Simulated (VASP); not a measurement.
Runs of VASP 6.6.1 on TiAl3. The structure is that of space group Pm-3m (No. 221), or close to it. The cells are those of the table. 

| cell | gap on the mesh (eV) | pressure (GPa) |
| --- | --- | --- |
| a = 3.830, b = 3.830, c = 3.889 Å, 4 atoms | none | (a) |
| a = 4.008 Å, 4 atoms | none | -4.6 |
| a = 3.948, b = 3.948, c = 3.830 Å, 4 atoms | none | (b) |
| a = 3.830, b = 3.830, c = 3.948 Å, 4 atoms | none | 7.9 |
| a = 3.889 Å, 4 atoms | none | 5.7 |

Alike in all rows: task single point; level PBEsol; potentials or basis VASP PAW PBE potentials, release 64 (Ti_sv, Al); no spin polarisation; k mesh 12 × 12 × 12; cutoff (eV) 520; smearing gaussian 0.15 eV.

Problem. Estimate the missing entries.

Solution. (a) 10.0; (b) 3.8.

Caveats: the PAW data sets were made with another functional, which shifts forces and pressure a little; the cell stands under pressure (at least some runs); the cell stands under tension (at least some runs).

A gap of «none» marks levels without a gap at the run's occupations.
